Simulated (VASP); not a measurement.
# MoS2 (P-3m1) in VASP: settings compared

Aim: see how the results for MoS2 move with the level of theory and the settings. Levels: PBE+D3(BJ), PBE+D4, PBE. Tasks: single point.

Program: VASP 6.6.1. These are calculated values, not measurements. Logs are shortened: lines on timing, memory, paths and dates and some standing lists are left out, and cuts for length are marked.

## (1) The cell of the first run

Symmetry: P-3m1, No. 164, trigonal system. The conventional cell has a = 3.177 Å, b = 3.177 Å, c = 5.880 Å, α = 90.00°, β = 90.00°, γ = 120.00°. Within 3.2 Å of Mo (site symmetry -3m) lie 6 S at 2.42 Å and 6 Mo at 3.18 Å. Within 3.2 Å of S (site symmetry 3m) lie 3 Mo at 2.42 Å and 6 S at 3.18 Å.

## (2) Single point, PBE+D3(BJ)

Contents of INCAR:

```
PREC = Accurate ; ENCUT = 520
EDIFF = 1E-7 ; ISMEAR = -1
SIGMA = 0.05 ; LREAL = F
LASPH = T ; NELM = 100
ALGO = Normal ; ISIF = 2
LWAVE = F ; LCHARG = F
GGA = PE ; IVDW = 12
NBANDS = 20
```

Contents of KPOINTS:

```
regular mesh
0
Gamma
  9 9 4
```

Contents of POSCAR:

```
MoS2
1.0
    3.1772444182      0.0000000000      0.0000000000
   -1.5886222091      2.7515743802      0.0000000000
    0.0000000000      0.0000000000      5.8803861431
Mo S
1 2
Direct
    0.0000000000      0.0000000000      0.5000000000
    0.6666666667      0.3333333333      0.7678544826
    0.3333333333      0.6666666667      0.2321455174
```

Potentials or basis: VASP PAW PBE potentials, release 64 (Mo_sv, S).

On the command line:

```sh
> cat potpaw_PBE.64/Mo_sv/POTCAR potpaw_PBE.64/S/POTCAR > POTCAR
> mpirun -np 1 vasp_std > vasp.out
```

OUTCAR:

```text
PREC = Accurate
   ENCUT = 520
   EDIFF = 1E-7
   ISMEAR = -1
   LREAL = F
   LASPH = T
   NELM = 100
   ISIF = 2
   GGA = PE
   IVDW = 12
 IVDW          = 12

 ion  position               nearest neighbor table
   1  0.000  0.000  0.500-   2 2.42   3 2.42   2 2.42   3 2.42   2 2.42   3 2.42
   2  0.667  0.333  0.768-   1 2.42   1 2.42   1 2.42
   3  0.333  0.667  0.232-   1 2.42   1 2.42   1 2.42

  LATTYP: Found a hexagonal cell.
 ALAT       =     3.1772444182
 C/A-ratio  =     1.8507817999

  Lattice vectors:

 A1 = (   3.1772444182,   0.0000000000,   0.0000000000)
 A2 = (  -1.5886222091,   2.7515743802,   0.0000000000)
 A3 = (   0.0000000000,   0.0000000000,   5.8803861431)

Analysis of symmetry for initial positions (statically):
=====================================================================
 Subroutine PRICEL returns:
 Original cell was already a primitive cell.

 Routine SETGRP: Setting up the symmetry group for a
 hexagonal supercell.

 Subroutine GETGRP returns: Found 12 space group operations
 (whereof 12 operations were pure point group operations)
 out of a pool of 24 trial point group operations.

The static configuration has the point symmetry D_3d.

Analysis of symmetry for dynamics (positions and initial velocities):
=====================================================================
 Subroutine PRICEL returns:
 Original cell was already a primitive cell.

 Routine SETGRP: Setting up the symmetry group for a
 hexagonal supercell.

 Subroutine GETGRP returns: Found 12 space group operations
 (whereof 12 operations were pure point group operations)
 out of a pool of 24 trial point group operations.

The dynamic configuration has the point symmetry D_3d.

 Subroutine INISYM returns: Found 12 space group operations
 (whereof 12 operations are pure point group operations),
 and found     1 'primitive' translations

----------------------------------------------------------------------------------------

                                     Primitive cell

  volume of cell :      51.4088

  direct lattice vectors                    reciprocal lattice vectors
     3.177244418  0.000000000  0.000000000     0.314738140  0.181714150  0.000000000
    -1.588622209  2.751574380  0.000000000     0.000000000  0.363428300  0.000000000
     0.000000000  0.000000000  5.880386143     0.000000000  0.000000000  0.170056859

  length of vectors
     3.177244418  3.177244418  5.880386143     0.363428300  0.363428300  0.170056859

  position of ions in fractional coordinates (direct lattice)
     0.000000000  0.000000000  0.500000000
     0.666666667  0.333333333  0.767854483
     0.333333333  0.666666667  0.232145517

  ion indices of the primitive-cell ions
   primitive index   ion index
                 1           1
                 2           2
                 3           3

----------------------------------------------------------------------------------------

 KPOINTS: regular mesh

Automatic generation of k-mesh.
 Grid dimensions read from file:
 generate k-points for:    9    9    4

 Generating k-lattice:

  Cartesian coordinates                     Fractional coordinates (reciprocal lattice)
     0.034970904  0.020190461  0.000000000     0.111111111 -0.000000000  0.000000000
     0.000000000  0.040380922  0.000000000     0.000000000  0.111111111  0.000000000
     0.000000000  0.000000000  0.042514215     0.000000000  0.000000000  0.250000000

  Length of vectors
     0.040380922  0.040380922  0.042514215

  Shift w.r.t. Gamma in fractional coordinates (k-lattice)
     0.000000000  0.000000000  0.000000000

 Subroutine IBZKPT returns following result:
 ===========================================

 Found     43 irreducible k-points:

 Following reciprocal coordinates:
            Coordinates               Weight
  0.000000  0.000000  0.000000      1.000000
  0.111111  0.000000  0.000000      6.000000
  0.222222  0.000000  0.000000      6.000000
  0.333333  0.000000  0.000000      6.000000
  0.444444  0.000000  0.000000      6.000000
  0.111111  0.111111  0.000000      6.000000
[... 16 lines left out ...]
  0.222222  0.111111  0.250000     12.000000
 -0.111111  0.333333  0.250000     12.000000
 [... further k-points ...]
   k-points           NKPTS =     43   k-points in BZ     NKDIM =     43   number of bands    NBANDS=     20
   number of dos      NEDOS =    301   number of ions     NIONS =      3
   total plane-waves  NPLWV =  27648
   dimension x,y,z NGX =    24 NGY =   24 NGZ =   48
   dimension x,y,z NGXF=    48 NGYF=   48 NGZF=   96
   ions per type =               1   2
   NGX,Y,Z   is equivalent  to a cutoff of  12.56, 12.56, 13.57 a.u.
   NGXF,Y,Z  is equivalent  to a cutoff of  25.12, 25.12, 27.14 a.u.
 SYSTEM =  unknown system
   PREC   = accura    normal or accurate (medium, high low for compatibility)
   ISTART =      0    job   : 0-new  1-cont  2-samecut
   ICHARG =      2    charge: 1-file 2-atom 10-const
   ISPIN  =      1    spin polarized calculation?
   LNONCOLLINEAR =      F non collinear calculations
   LSORBIT =      F    spin-orbit coupling
   LASPH  =      T    aspherical Exc in radial PAW
   ENCUT  =  520.0 eV  38.22 Ry    6.18 a.u.   5.91  5.91 10.93*2*pi/ulx,y,z
   NELM   =    100;   NELMIN=  2; NELMDL= -5     # of ELM steps
   EDIFF  = 0.1E-06   stopping-criterion for ELM
   LREAL  =      F    real-space projection
   EDIFFG = 0.1E-05   stopping-criterion for IOM
   NSW    =      0    number of steps for IOM
   IBRION =     -1    ionic relax: 0-MD 1-quasi-New 2-CG
   NFREE  =      0    steps in history (QN), initial steepest desc. (CG)
   ISIF   =      2    stress and relaxation
   ISYM   =      2    0-nonsym 1-usesym 2-fastsym
   POTIM  = 0.5000    time-step for ionic-motion
   TEBEG  =    0.0;   TEEND  =   0.0 temperature during run
   PSTRESS=    0.0 pullay stress
   NELECT =      26.0000    total number of electrons
   NUPDOWN=      -1.0000    fix difference up-down
   EMIN   =  10.00;   EMAX   =-10.00  energy-range for DOS
   EFERMI =   0.00;   METHOD = LEGACY
   ISMEAR =    -1;   SIGMA  =   0.05  broadening in eV -4-tet -1-fermi 0-gaus
   EFERMI_NEDOS =   21; number of points for ismear=-14 and -15
   IALGO  =     38    algorithm
   IMIX   =      4    mixing-type and parameters
     AMIX     =   0.40;   BMIX     =  1.00
     AMIX_MAG =   1.60;   BMIX_MAG =  1.00
  volume/ion in A,a.u.               =      17.14       115.64
  Fermi-wavevector in a.u.,A,eV,Ry     =   1.304328  2.464822 23.147192  1.701271
  Thomas-Fermi vector in A             =   2.435271
   LORBIT       =      0    0 simple, 1 ext, 2 COOP (PROOUT), +10 PAW based schemes
   GGA     = PE    functional components
   LHFCALC =     F    Hartree Fock is set to
   AEXX    =    0.0000 exact exchange contribution
   IVDW    =    12    specifies the selected vdW correction
   LEPSILON=     F    determine dielectric tensor
   LRPA    =     F    only Hartree local field effects (RPA)
 non-spin polarized calculation
  energy-cutoff  :      520.00
  volume of cell :       51.41
 maximum number of plane-waves:      1402
   NGX = 11   NGY = 11   NGZ = 21

 number of electron      25.9999998 magnetization

 Free energy of the ion-electron system (eV)
  ---------------------------------------------------
  ext. energy  EPLUGINS =         0.00000000
  ---------------------------------------------------
  free energy    TOTEN  =       -20.95991943 eV

  energy without entropy =      -20.95148048  energy(sigma->0) =      -20.95569996

 E-fermi :   8.2575     XC(G=0): -11.1318

 val. band max:        8.2396147278   @ k =   0.1111   0.0000   0.0000
 cond. band min:       8.3051676379   @ k =  -0.1111   0.3333   0.2500
 fundamental gap:      0.0655529101
 Fermi energy:         8.2574558507

 k-point     1 :       0.0000    0.0000    0.0000
  band No.  band energies     occupation
      1     -53.5133      2.00000
      2     -27.5819      2.00000
      3     -27.4848      2.00000
      4     -27.4848      2.00000
      5      -6.9242      2.00000
      6      -5.1418      2.00000
[... 12 lines left out ...]
     19      15.0594      0.00000
     20      17.7890      0.00000

 k-point     2 :       0.1111    0.0000    0.0000
  band No.  band energies     occupation
      1     -53.5088      2.00000
      2     -27.5731      2.00000
      3     -27.5297      2.00000
      4     -27.4951      2.00000
      5      -6.7300      2.00000
      6      -5.1012      2.00000
[... 12 lines left out ...]
     19      15.7123      0.00000
     20      17.3914      0.00000

 k-point     3 :       0.2222    0.0000    0.0000
  band No.  band energies     occupation
      1     -53.4975      2.00000
      2     -27.6423      2.00000
      3     -27.5505      2.00000
      4     -27.5210      2.00000
      5      -6.1938      2.00000
      6      -4.9925      2.00000
[... 12 lines left out ...]
     19      16.2280      0.00000
     20      17.5044      0.00000

 k-point     4 :       0.3333    0.0000    0.0000
  band No.  band energies     occupation
      1     -53.4846      2.00000
      2     -27.7678      2.00000
      3     -27.5503      2.00000
      4     -27.5249      2.00000
      5      -5.4900      2.00000
      6      -4.8299      2.00000
[... 12 lines left out ...]
     19      15.4362      0.00000
     20      16.6130      0.00000

 k-point     5 :       0.4444    0.0000    0.0000
  band No.  band energies     occupation
      1     -53.4761      2.00000
      2     -27.8484      2.00000
      3     -27.5693      2.00000
      4     -27.5081      2.00000
      5      -5.0620      2.00000
      6      -4.5504      2.00000
[... 12 lines left out ...]
     19      15.4711      0.00000
     20      16.3725      0.00000
[... 353 lines left out ...]
      6      -4.5289      2.00000
[... 12 lines left out ...]
     19      14.9110      0.00000
     20      15.7745      0.00000

 k-point    22 :       0.1111    0.1111    0.2500
  band No.  band energies     occupation
      1     -53.5009      2.00000
      2     -27.6044      2.00000
      3     -27.5576      2.00000
      4     -27.5171      2.00000
      5      -6.2056      2.00000
      6      -5.2593      2.00000
[... 12 lines left out ...]
     19      16.3987      0.00000
     20      17.1808      0.00000

 k-point    23 :       0.2222    0.1111    0.2500
  band No.  band energies     occupation
      1     -53.4888      2.00000
      2     -27.7139      2.00000
      3     -27.5548      2.00000
      4     -27.5329      2.00000
      5      -5.6685      2.00000
      6      -4.9603      2.00000
[... 12 lines left out ...]
     19      15.8897      0.00000
     20      17.9934      0.00000

 k-point    24 :      -0.1111    0.3333    0.2500
  band No.  band energies     occupation
      1     -53.4888      2.00000
      2     -27.7139      2.00000
      3     -27.5548      2.00000
      4     -27.5329      2.00000
      5      -5.5649      2.00000
      6      -5.0982      2.00000
[... 12 lines left out ...]
     19      16.6945      0.00000
     20      17.1921      0.00000

 [... further k-points ...]

------------------------ aborting loop because EDIFF is reached ----------------------------------------

 Edisp (eV)   -1.33061

 E8    (eV) :    -0.5375

  FORCE on cell =-STRESS in cart. coord.  units (eV):
  Direction    XX          YY          ZZ          XY          YZ          ZX
  --------------------------------------------------------------------------------------
  -------------------------------------------------------------------------------------
  Total      -0.23439    -0.23439    -0.23202    -0.00000     0.00000     0.00000
  in kB      -7.30473    -7.30473    -7.23096    -0.00000     0.00000     0.00000
  external pressure =       -7.28 kB  Pullay stress =        0.00 kB

 VOLUME and BASIS-vectors are now :
 -----------------------------------------------------------------------------
  energy-cutoff  :      520.00
  volume of cell :       51.41
      direct lattice vectors                 reciprocal lattice vectors
     3.177244418  0.000000000  0.000000000     0.314738140  0.181714150  0.000000000
    -1.588622209  2.751574380  0.000000000     0.000000000  0.363428300  0.000000000
     0.000000000  0.000000000  5.880386143     0.000000000  0.000000000  0.170056859

 POSITION                                       TOTAL-FORCE (eV/Angst)
 -----------------------------------------------------------------------------------
      0.00000      0.00000      2.94019        -0.000000      0.000000      0.000000
      1.58862      0.91719      4.51528         0.000000     -0.000000     -0.010490
     -0.00000      1.83438      1.36511        -0.000000      0.000000      0.010490
 -----------------------------------------------------------------------------------
    total drift:                               -0.000000     -0.000000      0.000000

  FREE ENERGIE OF THE ION-ELECTRON SYSTEM (eV)
  ---------------------------------------------------
  free  energy   TOTEN  =       -22.2905330453 eV

  energy  without entropy=      -22.2820940983  energy(sigma->0) =      -22.28631357
```

Wall time 25 s (1 thread of AMD EPYC 9R14 (Zen 4), shared host); peak memory 0.17 GiB.

What came out:

```
Free energy                : -22.2905 eV
Pressure                   : -0.7 GPa
Largest force              : 0.010 eV/Å
Band gap on the k mesh     : zero (band 13 reaches 9.07 eV, above the bottom of band 14 at 7.89 eV)
Dispersion energy per atom : -0.444 eV
```

Forces on the atoms (eV/Å):
```
Mo   0.000  0.000  0.000
S    0.000  0.000 -0.010
S    0.000  0.000  0.010
```

Levels at points of the mesh, in eV from the Fermi level:
```
           k point  band 11  band 12  band 13  band 14  band 15  band 16
(0.00, 0.00, 0.00)    -1.33    -0.90    -0.90    -0.16    -0.16     3.00
(0.00, 0.00, 0.50)    -0.92    -0.92    -0.36    -0.36     0.06     3.41
```

Caveat: three body term missing; pairwise dispersion overbinds metals, which lowers pressure and volume.

## (3) Single point, PBE+D4

This run uses another cell than the first one, of 17.06 Å³/atom, 0.995 times its volume.

Contents of INCAR:

```
SYSTEM = MoS2
ALGO = Normal
EDIFF = 1E-6
ENCUT = 520
GGA = PE
ISIF = 2
ISMEAR = -1
IVDW = 13
LASPH = .TRUE.
LCHARG = .TRUE.
LELF = .TRUE.
LREAL = .FALSE.
LVHAR = .TRUE.
LWAVE = .FALSE.
NBANDS = 20
NELM = 100
PREC = Accurate
SIGMA = 0.05
```

Contents of KPOINTS:

```
k-points
0
G
  9 9 4
  0 0 0
```

Contents of POSCAR:

```
MoS2
1.0
    3.1779330574      0.0000000000      0.0000000000
   -1.5889665287      2.7521707592      0.0000000000
    0.0000000000      0.0000000000      5.8504492279
Mo S
1 2
Direct
    0.0000000000      0.0000000000      0.5000000000
    0.6666666667      0.3333333333      0.7688306064
    0.3333333333      0.6666666667      0.2311693936
```

Potentials or basis: VASP PAW PBE potentials, release 64 (Mo_sv, S).

On the command line:

```sh
> cat potpaw_PBE.64/Mo_sv/POTCAR potpaw_PBE.64/S/POTCAR > POTCAR
> mpirun -np 1 vasp_std > vasp.out
```

Wall time 26 s (1 thread of AMD EPYC 9R14 (Zen 4), shared host); peak memory 0.16 GiB.

The run converged. Its results:

| Quantity | Value |
| --- | --- |
| Free energy | -22.2889 eV |
| Pressure | -0.1 GPa |
| Largest force | 0.011 eV/Å |
| Band gap on the k mesh | zero (band 13 reaches 9.12 eV, above the bottom of band 14 at 7.94 eV) |
| Dispersion energy per atom | -0.445 eV |

Forces in eV/Å, atoms in the order of the input:
```
Mo   0.000  0.000  0.000
S    0.000  0.000 -0.011
S    0.000  0.000  0.011
```

Levels at points of the mesh, in eV from the Fermi level:
| k point | band 10 | band 11 | band 12 | band 13 | band 14 | band 15 | band 16 | band 17 |
| --- | --- | --- | --- | --- | --- | --- | --- | --- |
| (0.00, 0.00, 0.00) | -1.42 | -1.28 | -0.91 | -0.91 | -0.17 | -0.17 | 2.98 | 2.98 |
| (0.00, 0.00, 0.50) | -3.90 | -0.93 | -0.93 | -0.38 | -0.38 | 0.09 | 3.42 | 3.42 |

Caveat: pairwise dispersion overbinds metals, which lowers pressure and volume.

(Part 1 of 2 ends here.)
